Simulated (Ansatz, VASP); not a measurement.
One calculation of LiCl, two programs

Contents of INCAR:

```
ALGO = Normal ; EDIFF = 1E-6
EDIFFG = -0.01 ; ENCUT = 600
GGA = PE ; IBRION = 2
ISIF = 3 ; ISMEAR = 0
LASPH = True ; LCHARG = False
LREAL = False ; LWAVE = False
NELM = 80 ; NSW = 100
PREC = Accurate ; SIGMA = 0.02
```

File KPOINTS:

```
k-points
0
Gamma
  8 8 6
```

POSCAR

```
LiCl
1.0
    1.7598426627     -6.8720858908      0.0000000000
    1.7598426627      6.8720858908      0.0000000000
    0.0000000000      0.0000000000      3.5284677440
Li Cl
2 2
Direct
    0.8297047092      0.1702952908      0.7500000000
    0.1702952908      0.8297047092      0.2500000000
    0.6499544900      0.3500455100      0.7500000000
    0.3500455100      0.6499544900      0.2500000000
```

Input for Ansatz:

```yaml
crystal:
  lattice:
    - [1.7598426627, -6.8720858908, 0.0]
    - [1.7598426627, 6.8720858908, 0.0]
    - [0.0, 0.0, 3.528467744]
  atoms:
    - { symbol: Li, position: [0.8297047092, 0.1702952908, 0.75] }
    - { symbol: Li, position: [0.1702952908, 0.8297047092, 0.25] }
    - { symbol: Cl, position: [0.64995449, 0.35004551, 0.75] }
    - { symbol: Cl, position: [0.35004551, 0.64995449, 0.25] }
basis:
  ecutwfc: 420
kpoints:
  mp_grid: { grid: [8, 8, 6] }
hamiltonian:
  xc: pbe
scf:
  occupations: { method: gaussian, width: 0.02 }
output:
  forces: true
  stress: true
  eigenvalues: true
relax:
  adjacent_minimum: "off"
  f_tol: 0.01
  max_steps: 80
  cell: { stress_tol: 0.05 }
```

Alike in both runs: task relaxation of cell and atoms; functional PBE; k mesh 8 × 8 × 6; occupations gaussian, width 0.02 eV; no spin polarisation.

```csv
,VASP,Ansatz
version,VASP 6.6.1,Ansatz 0.2.0
potentials or method,"VASP PAW PBE potentials, release 64 (Li_sv, Cl), cutoff 600 eV","scalar-relativistic, plane waves, PAW"
valence electrons in the cell,20,20
```

```tsv
	VASP	Ansatz	Ansatz less VASP
gap on the k mesh at the Fermi level, each at its own relaxed structure (eV)	5.67	5.64	-0.031
relaxed volume (Å³/atom)	21.30	21.72	+0.418
relaxed cell length with the largest relative difference (Å)	7.092	7.220	+0.1283
```

Noted on VASP's run: the cutoff is short for stress, so the pressure is rough.
